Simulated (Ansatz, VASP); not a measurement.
## Two plane-wave programs on CdO

File INCAR:

```
SYSTEM = CdO
  ALGO = Normal
  EDIFF = 1E-6
  ENCUT = 600
  GGA = PE
  GGA_COMPAT = .FALSE.
  ISIF = 2
  ISMEAR = -1
  LASPH = .TRUE.
  LCHARG = .FALSE.
  LREAL = .FALSE.
  LWAVE = .FALSE.
  NBANDS = 16
  NELM = 120
  PREC = Accurate
  SIGMA = 0.02
```

File KPOINTS:

```
k-points
0
G
  8 8 8
  0 0 0
```

The input POSCAR:

```
CdO
1.0
    0.0000000000      2.3838383758      2.3838383758
    2.3838383758      0.0000000000      2.3838383758
    2.3838383758      2.3838383758      0.0000000000
Cd O
1 1
Direct
    0.0000000000      0.0000000000      0.0000000000
    0.5000000000      0.5000000000      0.5000000000
```

Input for Ansatz:

```yaml
crystal:
  lattice:
    - [0.0, 2.3838383758, 2.3838383758]
    - [2.3838383758, 0.0, 2.3838383758]
    - [2.3838383758, 2.3838383758, 0.0]
  atoms:
    - { symbol: Cd, position: [0.0, 0.0, 0.0] }
    - { symbol: O, position: [0.5, 0.5, 0.5] }
kpoints:
  mp_grid: { grid: [8, 8, 8] }
hamiltonian:
  xc: pbe
scf:
  occupations: { method: fermi_dirac, width: 0.02 }
  n_extra_bands: 4
output:
  forces: true
  stress: true
  eigenvalues: true
```

Alike in both runs: task single point; functional PBE; k mesh 8 × 8 × 8; occupations fermi-dirac, width 0.02 eV; no spin polarisation.

|  | VASP | Ansatz |
| --- | --- | --- |
| version | VASP 6.6.1 | Ansatz 0.2.0 |
| potentials or method | VASP PAW PBE potentials, release 64 (Cd, O) | plane waves, PAW |
| plane-wave cutoff (eV) | 600 | 420 |
| valence electrons in the cell | 18 | 26 |

|  | VASP | Ansatz | Ansatz less VASP |
| --- | --- | --- | --- |
| pressure (GPa) | 1.0 | 0.0 | -0.99 |

With one functional, cell and mesh, what is left measures potentials, basis and numerics. VASP's potentials hold 18 valence electrons a cell and Ansatz's 26, so a difference there can come from the potentials and not from the codes.
